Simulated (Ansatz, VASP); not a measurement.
Two plane-wave programs on S

```
CELL_PARAMETERS angstrom
0.00000 1.87676 2.25211
1.87676 0.00000 2.25211
1.87676 1.87676 0.00000
ATOMIC_POSITIONS crystal
S 0.00000 0.00000 0.00000
```

Alike in both runs: task single point; functional PBEsol; k mesh 22 × 22 × 22; occupations gaussian, width 0.15 eV; no spin polarisation.

```csv
,VASP,Ansatz
version,VASP 6.6.1,Ansatz 0.2.0
potentials or method,"VASP PAW PBE potentials, release 64 (S), cutoff 520 eV","scalar-relativistic, plane waves, PAW"
valence electrons in the cell,6,6
```

|  | VASP | Ansatz | Ansatz less VASP |
| --- | --- | --- | --- |
| gap on the k mesh at the Fermi level (eV) | none | none | - |
| pressure (GPa) | -4.9 | -4.9 | -0.04 |
| traceless stress, the component that is largest in VASP (GPa) | 9.27 | 9.27 | -0.004 |

VASP's potentials were made for PBE, not for PBEsol. A gap of «none» marks a metal or a gap that the smearing closes. The functional is the same, so the differences come from potentials, cutoffs and numerics.
